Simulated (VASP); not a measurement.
Crystal: Ru.

```
Ru
1.0
     2.70580    0.00000    0.00000
    -1.35290    2.34329    0.00000
     0.00000    0.00000    4.28190
Ru
2
Direct
  0.33333 0.66667 0.25000
  0.66667 0.33333 0.75000
```

Base run:

| Property | Result |
| --- | --- |
| Program | VASP 6.6.1 |
| Functional | PBE |
| Potentials or basis | VASP PAW PBE potentials, release 64 (Ru_pv) |
| Cutoff | 500 eV |
| k mesh | 9 × 9 × 5 |
| Occupations | methfessel-paxton, width 0.15 eV |
| Spin | no spin polarisation |

Its results: band gap on the k mesh zero (band 14 reaches 14.29 eV, above the bottom of band 15 at 11.25 eV); pressure 4.2 GPa.

Question: After a change of settings the same cell gave: band gap on the k mesh zero (band 14 reaches 14.43 eV, above the bottom of band 15 at 11.45 eV); pressure 5.1 GPa. Which change was it?
A. k mesh from 9 × 9 × 5 to 6 × 6 × 3
B. k mesh from 9 × 9 × 5 to 12 × 12 × 7
C. k mesh from 9 × 9 × 5 to 4 × 4 × 3
D. k mesh from 9 × 9 × 5 to 3 × 3 × 2

Answer: A.

Caveats: some runs use coarse meshes.
